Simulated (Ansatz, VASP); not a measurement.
# Fe3Os in VASP and in Ansatz

Contents of POSCAR:

```
Fe3Os
1.0
    3.5665632051      0.0000000000      0.0000000000
    0.0000000000      3.5665632051      0.0000000000
    0.0000000000      0.0000000000      3.5665632051
Fe Os
3 1
Direct
    0.0000000000      0.5000000000      0.5000000000
    0.5000000000      0.0000000000      0.5000000000
    0.5000000000      0.5000000000      0.0000000000
    0.0000000000      0.0000000000      0.0000000000
```

INCAR.step1

```
  PREC = Accurate
  ENCUT = 520
  ISMEAR = 0
  SIGMA = 0.1
  LREAL = False
  LASPH = True
  NELM = 80
  NBANDS = 24
  GGA = PE
  ALGO = Normal
  EDIFF = 1E-4
  LWAVE = True
  LCHARG = False
```

The input INCAR.step2:

```
  PREC = Accurate
  ENCUT = 520
  EDIFF = 1E-7
  ISMEAR = 0
  SIGMA = 0.1
  LREAL = False
  LASPH = True
  NELM = 80
  ALGO = Normal
  ISIF = 2
  LWAVE = False
  LCHARG = False
  METAGGA = R2SCAN
  LMIXTAU = True
  NBANDS = 24
  ISTART = 1
```

File KPOINTS:

```
regular mesh
0
Gamma
  12 12 12
```

Input for Ansatz:

```yaml
crystal:
  lattice:
    - [3.5665632051, 0.0, 0.0]
    - [0.0, 3.5665632051, 0.0]
    - [0.0, 0.0, 3.5665632051]
  atoms:
    - { symbol: Fe, position: [0.0, 0.5, 0.5] }
    - { symbol: Fe, position: [0.5, 0.0, 0.5] }
    - { symbol: Fe, position: [0.5, 0.5, 0.0] }
    - { symbol: Os, position: [0.0, 0.0, 0.0] }
basis:
  ecutwfc: 500
kpoints:
  mp_grid: { grid: [12, 12, 12] }
hamiltonian:
  xc: r2scan
scf:
  occupations: { method: gaussian, width: 0.1 }
  lower_state_search: "off"
output:
  forces: true
  stress: true
  eigenvalues: true
```

Alike in both runs: task single point; functional r2SCAN; k mesh 12 × 12 × 12; occupations gaussian, width 0.1 eV; no spin polarisation.

|  | VASP | Ansatz |
| --- | --- | --- |
| version | VASP 6.6.1 | Ansatz 0.2.0 |
| potentials or method | VASP PAW PBE potentials, release 64 (Fe, Os), cutoff 520 eV | scalar-relativistic, plane waves, PAW |
| valence electrons in the cell | 32 | 64 |

|  | VASP | Ansatz | Ansatz less VASP |
| --- | --- | --- | --- |
| gap on the k mesh at the Fermi level (eV) | none | none | - |
| pressure (GPa) | -8.3 | -8.9 | -0.61 |

VASP's potentials were made for PBE, not for r2SCAN. A gap of «none» marks a metal or a gap that the smearing closes. VASP's potentials hold 32 valence electrons a cell and Ansatz's 64, so a difference there can come from the potentials and not from the codes.

Neither program's run includes spin-orbit coupling.
